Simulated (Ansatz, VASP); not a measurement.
Ta2N: VASP beside Ansatz

File INCAR:

```
SYSTEM = Ta2N
ALGO = Normal
EDIFF = 1E-6
ENCUT = 520
ISIF = 2
ISMEAR = 0
LASPH = .TRUE.
LCHARG = .TRUE.
LELF = .TRUE.
LREAL = .FALSE.
LVHAR = .TRUE.
LWAVE = .FALSE.
NBANDS = 50
NELM = 100
PREC = Accurate
SIGMA = 0.15
```

File KPOINTS:

```
k-points
0
G
  9 9 8
  0 0 0
```

Contents of POSCAR:

```
Ta2N
1.0
    5.3004953848      0.0000000000      0.0000000000
   -2.6502476924      4.5903636559      0.0000000000
    0.0000000000      0.0000000000      4.7524241620
Ta N
6 3
Direct
    0.6788818548      0.6788818548      0.7526041962
    0.0000000000      0.3211181452      0.7526041962
    0.3211181452      0.0000000000      0.7526041962
    0.3211181452      0.3211181452      0.2473958038
    0.0000000000      0.6788818548      0.2473958038
    0.6788818548      0.0000000000      0.2473958038
    0.6666666667      0.3333333333      0.5000000000
    0.3333333333      0.6666666667      0.5000000000
    0.0000000000      0.0000000000      0.0000000000
```

Input for Ansatz:

```yaml
crystal:
  lattice:
    - [5.3004953848, 0.0, 0.0]
    - [-2.6502476924, 4.5903636559, 0.0]
    - [0.0, 0.0, 4.752424162]
  atoms:
    - { symbol: Ta, position: [0.6788818548, 0.6788818548, 0.7526041962] }
    - { symbol: Ta, position: [0.0, 0.3211181452, 0.7526041962] }
    - { symbol: Ta, position: [0.3211181452, 0.0, 0.7526041962] }
    - { symbol: Ta, position: [0.3211181452, 0.3211181452, 0.2473958038] }
    - { symbol: Ta, position: [0.0, 0.6788818548, 0.2473958038] }
    - { symbol: Ta, position: [0.6788818548, 0.0, 0.2473958038] }
    - { symbol: "N", position: [0.6666666667, 0.3333333333, 0.5] }
    - { symbol: "N", position: [0.3333333333, 0.6666666667, 0.5] }
    - { symbol: "N", position: [0.0, 0.0, 0.0] }
basis:
  ecutwfc: 520.0
kpoints:
  mp_grid: { grid: [9, 9, 8] }
hamiltonian:
  xc: lda
  pseudopotentials: { kind: paw, azcp: { folder: soft_1 } }
scf:
  occupations: { method: gaussian, width: 0.15 }
output:
  forces: true
  stress: true
  eigenvalues: true
```

Alike in both runs: task single point; functional LDA; k mesh 9 × 9 × 8; occupations gaussian, width 0.15 eV; no spin polarisation.

```csv
,VASP,Ansatz
version,VASP 6.6.1,Ansatz 0.2.0
potentials or method,"VASP PAW LDA potentials, release 64 (Ta_pv, N), cutoff 520 eV","scalar-relativistic, plane waves, PAW"
valence electrons in the cell,81,93
```

```tsv
	VASP	Ansatz	Ansatz less VASP
gap on the k mesh at the Fermi level (eV)	none	none	-
pressure (GPa)	3.6	2.0	-1.62
traceless stress, the component that is largest in VASP (GPa)	7.58	7.57	-0.007
rms of the force components (eV/Å)	0.892	0.882	-0.0094
```

Ansatz warns that its potentials were made for another functional, while VASP's fit it. LDA's correlation is that of Perdew and Zunger in VASP and of Perdew and Wang (1992) in Ansatz. Atom by atom the forces differ by 0.011 eV/Å (rms over components). A gap of «none» marks a metal or a gap that the smearing closes. VASP's potentials hold 81 valence electrons a cell and Ansatz's 93, so a difference there can come from the potentials and not from the codes.

Spin-orbit coupling is off throughout.
